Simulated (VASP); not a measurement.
ZrB, 2 atoms in the cell. Symmetry: Fm-3m, No. 225, cubic system. Conventional cell: a = 4.555 Å, b = 4.555 Å, c = 4.555 Å, α = 90.00°, β = 90.00°, γ = 90.00°. Within 3.0 Å of Zr (site symmetry m-3m) lie 6 B at 2.28 Å. B (site symmetry m-3m) has 6 Zr at 2.28 Å within 3.0 Å. 

```yaml
Program: VASP 6.6.1
Task: single point
Functional: PBEsol
Potentials_or_basis: VASP PAW PBE potentials, release 64 (Zr_sv, B)
Cutoff: 520 eV
k_mesh: 10 × 10 × 10
Occupations: fermi-dirac, width 0.05 eV
Spin: no spin polarisation
Dipole_correction: no
Further_INCAR_settings: ALGO = Normal; EDIFF = 1e-06; NBANDS = 14
```

Potentials or basis: VASP PAW PBE potentials, release 64 (Zr_sv, B).

Run with:

```bash
$ cat potpaw_PBE.64/Zr_sv/POTCAR potpaw_PBE.64/B/POTCAR > POTCAR
$ mpirun -np 1 vasp_std > vasp.out
```

Hardware: 1 thread of Intel(R) Xeon(R) 6975P-C (Granite Rapids), with other jobs on the host.

How long does it take, and how much memory?

It took 4.5 s on 1 thread of Intel(R) Xeon(R) 6975P-C (Granite Rapids) (shared host), peak memory 0.14 GiB. Counts: scf iterations 11, k points 47.
